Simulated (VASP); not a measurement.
# Ca3Bi (P3m1) in VASP: relaxation of cell and atoms with PBE

Aim: the relaxation of cell and atoms of Ca3Bi with PBE.

Everything below comes from runs of VASP 6.6.1. Logs are shortened: lines on timing, memory, paths and dates and some standing lists are left out, and cuts for length are marked.

## 1. The cell of the first run

Symmetry: P3m1, No. 156, trigonal system. The conventional cell has a = 4.962 Å, b = 4.962 Å, c = 5.657 Å, α = 90.00°, β = 90.00°, γ = 120.00°. Ca (site symmetry m) has 4 Ca at 2.38 to 2.58 Å and 2 Bi at 2.87 Å within 3.1 Å. Within 3.8 Å of Bi (site symmetry 3m) lie 6 Ca at 2.87 Å.

The cell was generated, and may not be a known phase.

## 2. Relaxation of cell and atoms, PBE

The input, INCAR:

```
  ALGO = Normal
  EDIFF = 1E-7
  EDIFFG = -0.04
  ENCUT = 600
  GGA = PE
  IBRION = 2
  ISIF = 3
  ISMEAR = 0
  LASPH = T
  LCHARG = F
  LREAL = F
  LWAVE = F
  NELM = 60
  NSW = 90
  PREC = Accurate
  SIGMA = 0.1
```

The input, KPOINTS:

```
k-points
0
Gamma
  6 6 4
```

The input, POSCAR:

```
Ca3Bi
1.0
    4.9621589457      0.0000000000      0.0000000000
   -2.4810794728      4.2973557046      0.0000000000
    0.0000000000      0.0000000000      5.6569920363
Ca Bi
3 1
Direct
    0.3194537433      0.1597268717      0.8013101315
    0.8402731283      0.1597268717      0.8013101315
    0.8402731283      0.6805462567      0.8013101315
    0.3333333333      0.6666666667      0.5470040708
```

Potentials or basis: VASP PAW PBE potentials, release 64 (Ca_sv, Bi_d).

Run with:

```sh
$ cat potpaw_PBE.64/Ca_sv/POTCAR potpaw_PBE.64/Bi_d/POTCAR > POTCAR
$ mpirun -np 1 vasp_std > vasp.out
```

OUTCAR:

```text
EDIFF = 1E-7
   EDIFFG = -0.04
   ENCUT = 600
   GGA = PE
   IBRION = 2
   ISIF = 3
   ISMEAR = 0
   LASPH = T
   LREAL = F
   NELM = 60
   NSW = 90
   PREC = Accurate

 ion  position               nearest neighbor table
   1  0.319  0.160  0.801-   2 2.38   3 2.38   2 2.58   3 2.58   4 2.87   4 2.87
   2  0.840  0.160  0.801-   3 2.38   1 2.38   3 2.58   1 2.58   4 2.87   4 2.87
   3  0.840  0.681  0.801-   2 2.38   1 2.38   2 2.58   1 2.58   4 2.87   4 2.87
   4  0.333  0.667  0.547-   1 2.87   1 2.87   3 2.87   3 2.87   2 2.87   2 2.87

  LATTYP: Found a hexagonal cell.
 ALAT       =     4.9621589457
 C/A-ratio  =     1.1400263672

  Lattice vectors:

 A1 = (   4.9621589457,   0.0000000000,   0.0000000000)
 A2 = (  -2.4810794728,   4.2973557046,   0.0000000000)
 A3 = (   0.0000000000,   0.0000000000,   5.6569920363)

Analysis of symmetry for initial positions (statically):
=====================================================================
 Subroutine PRICEL returns:
 Original cell was already a primitive cell.

 Routine SETGRP: Setting up the symmetry group for a
 hexagonal supercell.

 Subroutine GETGRP returns: Found  6 space group operations
 (whereof  6 operations were pure point group operations)
 out of a pool of 24 trial point group operations.

The static configuration has the point symmetry C_3v.

Analysis of symmetry for dynamics (positions and initial velocities):
=====================================================================
 Subroutine PRICEL returns:
 Original cell was already a primitive cell.

 Routine SETGRP: Setting up the symmetry group for a
 hexagonal supercell.

 Subroutine GETGRP returns: Found  6 space group operations
 (whereof  6 operations were pure point group operations)
 out of a pool of 24 trial point group operations.

The dynamic configuration has the point symmetry C_3v.

 Subroutine INISYM returns: Found  6 space group operations
 (whereof  6 operations are pure point group operations),
 and found     1 'primitive' translations

----------------------------------------------------------------------------------------

                                     Primitive cell

  volume of cell :     120.6306

  direct lattice vectors                    reciprocal lattice vectors
     4.962158946  0.000000000  0.000000000     0.201525185  0.116350620  0.000000000
    -2.481079473  4.297355705  0.000000000     0.000000000  0.232701240  0.000000000
     0.000000000  0.000000000  5.656992036     0.000000000  0.000000000  0.176772390

  length of vectors
     4.962158946  4.962158946  5.656992036     0.232701240  0.232701240  0.176772390

  position of ions in fractional coordinates (direct lattice)
     0.319453743  0.159726872  0.801310132
     0.840273128  0.159726872  0.801310132
     0.840273128  0.680546257  0.801310132
     0.333333333  0.666666667  0.547004071

  ion indices of the primitive-cell ions
   primitive index   ion index
                 1           1
                 2           2
                 3           3
                 4           4

----------------------------------------------------------------------------------------

 KPOINTS: k-points

Automatic generation of k-mesh.
 Grid dimensions read from file:
 generate k-points for:    6    6    4

 Generating k-lattice:

  Cartesian coordinates                     Fractional coordinates (reciprocal lattice)
     0.033587531  0.019391770  0.000000000     0.166666667  0.000000000  0.000000000
     0.000000000  0.038783540  0.000000000     0.000000000  0.166666667  0.000000000
     0.000000000  0.000000000  0.044193097     0.000000000  0.000000000  0.250000000

  Length of vectors
     0.038783540  0.038783540  0.044193097

  Shift w.r.t. Gamma in fractional coordinates (k-lattice)
     0.000000000  0.000000000  0.000000000

 Subroutine IBZKPT returns following result:
 ===========================================

 Found     24 irreducible k-points:

 Following reciprocal coordinates:
            Coordinates               Weight
  0.000000  0.000000  0.000000      1.000000
  0.166667 -0.000000  0.000000      6.000000
  0.333333 -0.000000  0.000000      6.000000
  0.500000 -0.000000  0.000000      3.000000
  0.166667  0.166667  0.000000      6.000000
  0.333333  0.166667  0.000000     12.000000
[... 16 lines left out ...]
  0.333333  0.166667  0.500000     12.000000
  0.333333  0.333333  0.500000      2.000000
   k-points           NKPTS =     24   k-points in BZ     NKDIM =     24   number of bands    NBANDS=     27
   number of dos      NEDOS =    301   number of ions     NIONS =      4
   total plane-waves  NPLWV =  76800
   dimension x,y,z NGX =    40 NGY =   40 NGZ =   48
   dimension x,y,z NGXF=    80 NGYF=   80 NGZF=   96
   ions per type =               3   1
   NGX,Y,Z   is equivalent  to a cutoff of  13.40, 13.40, 14.11 a.u.
   NGXF,Y,Z  is equivalent  to a cutoff of  26.80, 26.80, 28.21 a.u.
 SYSTEM =  unknown system
   PREC   = accura    normal or accurate (medium, high low for compatibility)
   ISTART =      0    job   : 0-new  1-cont  2-samecut
   ICHARG =      2    charge: 1-file 2-atom 10-const
   ISPIN  =      1    spin polarized calculation?
   LNONCOLLINEAR =      F non collinear calculations
   LSORBIT =      F    spin-orbit coupling
   LASPH  =      T    aspherical Exc in radial PAW
   ENCUT  =  600.0 eV  44.10 Ry    6.64 a.u.   9.91  9.91 11.30*2*pi/ulx,y,z
   NELM   =     60;   NELMIN=  2; NELMDL= -5     # of ELM steps
   EDIFF  = 0.1E-06   stopping-criterion for ELM
   LREAL  =      F    real-space projection
   EDIFFG = -.4E-01   stopping-criterion for IOM
   NSW    =     90    number of steps for IOM
   IBRION =      2    ionic relax: 0-MD 1-quasi-New 2-CG
   NFREE  =      1    steps in history (QN), initial steepest desc. (CG)
   ISIF   =      3    stress and relaxation
   ISYM   =      2    0-nonsym 1-usesym 2-fastsym
   POTIM  = 0.5000    time-step for ionic-motion
   TEBEG  =    0.0;   TEEND  =   0.0 temperature during run
   PSTRESS=    0.0 pullay stress
   NELECT =      45.0000    total number of electrons
   NUPDOWN=      -1.0000    fix difference up-down
   EMIN   =  10.00;   EMAX   =-10.00  energy-range for DOS
   EFERMI =   0.00;   METHOD = LEGACY
   ISMEAR =     0;   SIGMA  =   0.10  broadening in eV -4-tet -1-fermi 0-gaus
   EFERMI_NEDOS =   21; number of points for ismear=-14 and -15
   IALGO  =     38    algorithm
   IMIX   =      4    mixing-type and parameters
     AMIX     =   0.40;   BMIX     =  1.00
     AMIX_MAG =   1.60;   BMIX_MAG =  1.00
  volume/ion in A,a.u.               =      30.16       203.51
  Fermi-wavevector in a.u.,A,eV,Ry     =   1.178492  2.227026 18.896348  1.388842
  Thomas-Fermi vector in A             =   2.314820
   LORBIT       =      0    0 simple, 1 ext, 2 COOP (PROOUT), +10 PAW based schemes
   GGA     = PE    functional components
   LHFCALC =     F    Hartree Fock is set to
   AEXX    =    0.0000 exact exchange contribution
   IVDW    =     0    specifies the selected vdW correction
   LEPSILON=     F    determine dielectric tensor
   LRPA    =     F    only Hartree local field effects (RPA)
 conjugate gradient relaxation of ions
 non-spin polarized calculation
 Gauss-broadening in eV      SIGMA  =   0.10
  energy-cutoff  :      600.00
  volume of cell :      120.63
 maximum number of plane-waves:      4045
   NGX = 19   NGY = 19   NGZ = 23

--------------------------------------- Ionic step        1  -------------------------------------------

 number of electron      44.9999998 magnetization

 Free energy of the ion-electron system (eV)
  ---------------------------------------------------
  ext. energy  EPLUGINS =         0.00000000
  ---------------------------------------------------
  free energy    TOTEN  =        -0.99611024 eV

  energy without entropy =       -0.96990923  energy(sigma->0) =       -0.98300973

 E-fermi :   4.0889     XC(G=0):  -8.6127

 val. band max:        4.0745553933   @ k =   0.0000   0.0000   0.2500
 cond. band min:       4.0962323868   @ k =   0.3333   0.1667   0.2500
 fundamental gap:      0.0216769936
 Fermi energy:         4.0888735484

 k-point     1 :       0.0000    0.0000    0.0000
  band No.  band energies     occupation
      1     -37.8388      2.00000
      2     -36.7426      2.00000
      3     -36.7426      2.00000
      4     -21.0178      2.00000
      5     -19.6043      2.00000
      6     -19.6043      2.00000
[... 816 lines left out ...]
  FREE ENERGIE OF THE ION-ELECTRON SYSTEM (eV)
  ---------------------------------------------------
  free  energy   TOTEN  =        -7.9516931792 eV

  energy  without entropy=       -7.9296672875  energy(sigma->0) =       -7.94068023

[... ionic steps 4 to 26 ...]

--------------------------------------- Ionic step       27  -------------------------------------------

 number of electron      44.9999995 magnetization

------------------------ aborting loop because EDIFF is reached ----------------------------------------

  FORCE on cell =-STRESS in cart. coord.  units (eV):
  Direction    XX          YY          ZZ          XY          YZ          ZX
  --------------------------------------------------------------------------------------
  -------------------------------------------------------------------------------------
  Total        0.3065788      0.3065788     -0.2798782      0.0000000      0.0000000      0.0000000
  in kB        3.5593641      3.5593641     -3.2493718      0.0000000      0.0000000      0.0000000
  external PRESSURE =       1.2897855 kB  Pullay stress =       0.0000000 kB
[... 61 lines left out ...]
  energy  without entropy=      -10.3067740944  energy(sigma->0) =      -10.31845510

--------------------------------------- Ionic step       29  -------------------------------------------

 number of electron      44.9999994 magnetization

 Free energy of the ion-electron system (eV)
  ---------------------------------------------------
  ext. energy  EPLUGINS =         0.00000000
  ---------------------------------------------------
  free energy    TOTEN  =       -10.33082912 eV

  energy without entropy =      -10.30796160  energy(sigma->0) =      -10.31939536

 E-fermi :   3.5609     XC(G=0):  -8.6742

 val. band max:        3.5457995139   @ k =   0.3333   0.3333   0.2500
 cond. band min:       3.5835488355   @ k =  -0.1667   0.5000   0.2500
 fundamental gap:      0.0377493216
 Fermi energy:         3.5608944192

 k-point     1 :       0.0000    0.0000    0.0000
  band No.  band energies     occupation
      1     -38.1168      2.00000
      2     -38.0680      2.00000
      3     -38.0680      2.00000
      4     -19.3626      2.00000
      5     -19.2251      2.00000
      6     -19.2251      2.00000
[... 740 lines left out ...]
  FREE ENERGIE OF THE ION-ELECTRON SYSTEM (eV)
  ---------------------------------------------------
  free  energy   TOTEN  =       -10.3308291182 eV

  energy  without entropy=      -10.3079616016  energy(sigma->0) =      -10.31939536

 reached required accuracy - stopping structural energy minimisation
```

Wall time 32 min (1 thread of Intel Xeon Platinum 8488C (Sapphire Rapids), shared host); peak memory 0.33 GiB.

Results:

* Free energy: -10.3308 eV
* Relaxed volume: 34.67 Å³/atom
* Relaxed cell: a = 6.696 Å, b = 6.696 Å, c = 3.572 Å, α = 90.00°, β = 90.00°, γ = 120.00°
* Space group after relaxing (to 0.1 Å): P6/mmm (No. 191)
* Energy gained by relaxing: 2333.7 meV/atom
* Ionic steps: 29
* Pressure after relaxing: 0.0 GPa
* Largest force after relaxing: 0.004 eV/Å
* Band gap on the k mesh: zero (an odd number of electrons rules out a gap without spin polarisation)

Forces on the atoms (eV/Å):
```
Ca  -0.004 -0.002  0.000
Ca   0.004 -0.002  0.000
Ca   0.000  0.004  0.000
Bi   0.000  0.000 -0.001
```

Step by step:
```tsv
step	energy change (eV)	largest force (eV/Å)	pressure (GPa)	volume (Å³)
1	0.0000	3.5367	22.87	120.63
2	-6.8551	0.8366	0.74	208.65
3	-6.9556	0.8947	-0.28	221.62
4	-6.9627	0.9096	-0.68	227.77
5	-7.2774	0.7142	-1.14	221.85
6	-7.7491	0.4851	-1.90	209.93
7	-8.6739	0.4194	-3.06	179.45
8	-8.6020	0.4300	-3.15	186.75
9	-8.8879	0.4267	-2.46	169.81
10	-8.9741	0.4207	-1.67	158.65
11	-8.9769	0.4216	-1.38	155.45
12	-9.0862	0.4050	-0.66	149.85
13	-9.1225	0.3754	0.13	145.10
14	-9.1228	0.3703	0.24	144.49
15	-9.1407	0.2538	0.18	144.62
16	-9.1600	0.2392	0.07	144.95
17	-9.1656	0.2363	-0.06	145.37
18	-9.1739	0.2263	-0.40	146.63
19	-9.1764	0.2273	-0.40	146.52
20	-9.1841	0.2303	-0.39	146.20
21	-9.1995	0.2346	-0.38	145.56
22	-9.2297	0.2341	-0.36	144.28
23	-9.2826	0.1916	-0.25	141.74
24	-9.3091	0.3559	0.33	136.76
25	-9.3161	0.2728	0.04	138.57
26	-9.3315	0.0708	0.14	137.95
27	-9.3316	0.0888	0.13	138.00
28	-9.3340	0.0468	-0.05	139.01
29	-9.3347	0.0041	0.00	138.68
```

Final structure:
```yaml
crystal:
  lattice:
    - [6.69553, 0.00000, 0.00000]
    - [-3.34776, 5.79850, 0.00000]
    - [0.00000, 0.00000, 3.57208]
  atoms:
    - { symbol: Ca, position: [0.33341, 0.16671, 0.86256] }
    - { symbol: Ca, position: [0.83329, 0.16671, 0.86256] }
    - { symbol: Ca, position: [0.83329, 0.66659, 0.86256] }
    - { symbol: Bi, position: [0.33333, 0.66667, 0.36325] }
```

Caveat: a cell axis changed by over 15 % at a fixed basis, so the end point is rough; spin-orbit coupling is left out, which moves the levels of the heavy elements.

The gap in the log of VASP goes by the Fermi energy; the results here count the filled bands.